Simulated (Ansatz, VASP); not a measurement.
**Ge in VASP and in Ansatz**

```
CELL_PARAMETERS angstrom
-0.02881 2.88053 2.82292
2.88053 -0.02881 2.82292
2.85173 2.85173 0.00000
ATOMIC_POSITIONS crystal
Ge 0.50000 0.50000 0.50000
Ge 0.75000 0.75000 0.75000
```

Change from the starting cell: engineering shear strain xy -0.0200, normal strain along z -0.0200.

Alike in both runs: task single point; functional PBE; k mesh 14 × 14 × 14; occupations gaussian, width 0.15 eV; no spin polarisation.

|  | VASP | Ansatz |
| --- | --- | --- |
| version | VASP 6.6.1 | Ansatz 0.2.0 |
| potentials or method | VASP PAW PBE potentials, release 64 (Ge_d), cutoff 520 eV | scalar-relativistic, plane waves, PAW |
| valence electrons in the cell | 28 | 28 |

```tsv
	VASP	Ansatz	Ansatz less VASP
pressure (GPa)	1.3	1.3	+0.04
traceless stress, the component that is largest in VASP (GPa)	1.52	1.52	0.000
rms of the force components (eV/Å)	0.094	0.095	+0.0006
```

Atom by atom the forces differ by 0.001 eV/Å (rms over components).
